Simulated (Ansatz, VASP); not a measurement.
# Two plane-wave programs on WC

```xyz
2
Lattice="0.0000 2.1823 2.1823 2.1823 0.0000 2.1823 2.1823 2.1823 0.0000" Properties=species:S:1:pos:R:3 pbc="T T T"
W     0.0000    0.0000    0.0000
C     2.1823    2.1823    2.1823
```

Alike in both runs: functional BLYP; dispersion D3(BJ); k mesh 11 × 11 × 11; no spin polarisation.

Ansatz relaxed the structure, and its values are those at the end. VASP's run is a single point on that final structure, the one shown.

|  | VASP | Ansatz |
| --- | --- | --- |
| version | VASP 6.6.1 | Ansatz 0.2.0 |
| potentials or method | VASP PAW PBE potentials, release 64 (W_sv, C), cutoff 520 eV | plane waves, PAW |
| occupations | methfessel-paxton of order 1, width 0.2 eV | cold, width 0.2 eV |
| valence electrons in the cell | 18 | 18 |

|  | VASP | Ansatz | Ansatz less VASP |
| --- | --- | --- | --- |
| pressure (GPa) | 2.3 | 0.0 | -2.35 |

VASP's potentials were made for PBE, not for BLYP.

Neither program's run includes spin-orbit coupling.
